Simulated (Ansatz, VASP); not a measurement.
**C11O: VASP beside Ansatz**

INCAR

```
  PREC = Accurate
  ENCUT = 520
  EDIFF = 1E-7
  ISMEAR = 0
  SIGMA = 0.05
  LREAL = F
  LASPH = T
  NELM = 100
  ALGO = Normal
  ISIF = 2
  LWAVE = F
  LCHARG = T
  LDIPOL = T
  IDIPOL = 3
  DIPOL = 0.5 0.5 0.319
  GGA = PE
  IVDW = 12
  LELF = T
  LVHAR = T
  LVACPOTAV = T
  NBANDS = 37
```

File KPOINTS:

```
Automatic mesh
0
Gamma
  8 7 1
```

File POSCAR:

```
C11O
1.0
    3.6473242347      0.0000000000      0.0000000000
   -1.6658829406      3.9310150970      0.0000000000
    0.0000000000      0.0000000000     23.1809581692
C O
11 1
Direct
    0.5001799340      0.3333933113      0.1725554212
    0.4998200660      0.6666066887      0.1725554212
    0.5001799340      0.8333933113      0.2257231425
    0.4998200660      0.1666066887      0.2257231425
    0.5000212331      0.3353169669      0.2788716798
    0.4999787669      0.6646830331      0.2788716798
    0.5001286273      0.8366480408      0.3322552327
    0.4998713727      0.1633519592      0.3322552327
    0.4997623703      0.3544335274      0.3809574266
    0.5002376297      0.6455664726      0.3809574266
    1.2497623703      0.8544335274      0.5470420194
    1.2497623703      0.8544335274      0.4974323358
```

Input for Ansatz:

```yaml
crystal:
  lattice:
    - [3.6473242347, 0.0, 0.0]
    - [-1.6658829406, 3.931015097, 0.0]
    - [0.0, 0.0, 23.1809581692]
  atoms:
    - { symbol: C, position: [0.500179934, 0.3333933113, 0.1725554212] }
    - { symbol: C, position: [0.499820066, 0.6666066887, 0.1725554212] }
    - { symbol: C, position: [0.500179934, 0.8333933113, 0.2257231425] }
    - { symbol: C, position: [0.499820066, 0.1666066887, 0.2257231425] }
    - { symbol: C, position: [0.5000212331, 0.3353169669, 0.2788716798] }
    - { symbol: C, position: [0.4999787669, 0.6646830331, 0.2788716798] }
    - { symbol: C, position: [0.5001286273, 0.8366480408, 0.3322552327] }
    - { symbol: C, position: [0.4998713727, 0.1633519592, 0.3322552327] }
    - { symbol: C, position: [0.4997623703, 0.3544335274, 0.3809574266] }
    - { symbol: C, position: [0.5002376297, 0.6455664726, 0.3809574266] }
    - { symbol: O, position: [1.2497623703, 0.8544335274, 0.4974323358] }
    - { symbol: C, position: [1.2497623703, 0.8544335274, 0.5470420194] }
basis:
  ecutwfc: 420
kpoints:
  mp_grid: { grid: [8, 7, 1] }
hamiltonian:
  xc: pbe
  pseudopotentials: { kind: paw, azcp: { folder: soft_1 } }
  dispersion: d3bj
scf:
  occupations: { method: gaussian, width: 0.05 }
output:
  forces: true
  eigenvalues: true
efield:
  axis: 3
  dipole_correction: true
  ramp_width: 0.04
```

Alike in both runs: task single point; functional PBE; dispersion D3(BJ); k mesh 8 × 7 × 1; occupations gaussian, width 0.05 eV; no spin polarisation.

|  | VASP | Ansatz |
| --- | --- | --- |
| version | VASP 6.6.1 | Ansatz 0.2.0 |
| potentials or method | VASP PAW PBE potentials, release 64 (C, O), cutoff 520 eV | scalar-relativistic, plane waves, PAW |
| valence electrons in the cell | 50 | 50 |

Ansatz gave:

```
gap on the k mesh at the Fermi level (eV)  : none
rms of the force components (eV/Å)         : 1.670
work function, face that differs most (eV) : 5.79
```

What did VASP give for the same quantities?

gap on the k mesh at the Fermi level (eV): none; rms of the force components (eV/Å): 1.633; work function, face that differs most (eV): 5.74.

A gap of «none» marks a metal or a gap that the smearing closes.

Noted on VASP's run: the standard files for N, O and F lose accuracy on very short bonds.
